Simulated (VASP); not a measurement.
Runs of VASP 6.6.1 on Li2H. The structure is that of space group Cmmm (No. 65), or close to it. The cells are those of the table. 

```csv
task,potentials or basis,cell,k mesh,cutoff (eV),second run,gap on the mesh (eV),pressure (GPa),relaxed volume (Å³/atom),largest force (eV/Å)
relaxation of cell and atoms,"VASP PAW PBE potentials, release 64 (Li_sv, H)","relaxed from a = 2.438, b = 2.438, c = 5.825 Å, angles 90.0, 90.0, 110.0°, 3 atoms",8 × 8 × 4,600,-,none,0.1,12.08,0.02
relaxation of cell and atoms,"VASP PAW PBE potentials, release 64 (Li_sv, H_h)","relaxed from a = 2.438, b = 2.438, c = 5.825 Å, angles 90.0, 90.0, 110.0°, 3 atoms",8 × 8 × 4,910,hard_potentials,none,0.0,(a),-
single point,"VASP PAW PBE potentials, release 64 (Li_sv, H)","a = 2.438, b = 2.438, c = 5.825 Å, angles 90.0, 90.0, 110.0°, 3 atoms",8 × 8 × 4,520,-,none,-,-,2.01
single point,"VASP PAW PBE potentials, release 64 (Li_sv, H)","a = 3.054, b = 3.054, c = 5.323 Å, angles 90.0, 90.0, 126.9°, 3 atoms",18 × 18 × 10,520,-,none,-,-,-
single point,"VASP PAW PBE potentials, release 64 (Li_sv, H)","a = 3.075, b = 3.075, c = 5.306 Å, angles 90.0, 90.0, 127.7°, 3 atoms",8 × 8 × 4,520,-,none,-,-,0.02
```

Alike in all rows: level PBE; no spin polarisation; smearing gaussian 0.1 eV.

Task: Estimate the missing entries.

Result: (a) 13.06.

Caveats: the cutoff is under 1.25 times the usual one of these potentials, so pressure, stress and relaxed cells hold a basis-set (Pulay) error (some runs); the volume moved by over 15 % at a fixed basis, so the end points are rough (some runs); forces of over 1 eV/Å act on the atoms, so gaps and moduli don't describe the material at rest (some runs).

A gap of «none» marks levels without a gap at the run's occupations.
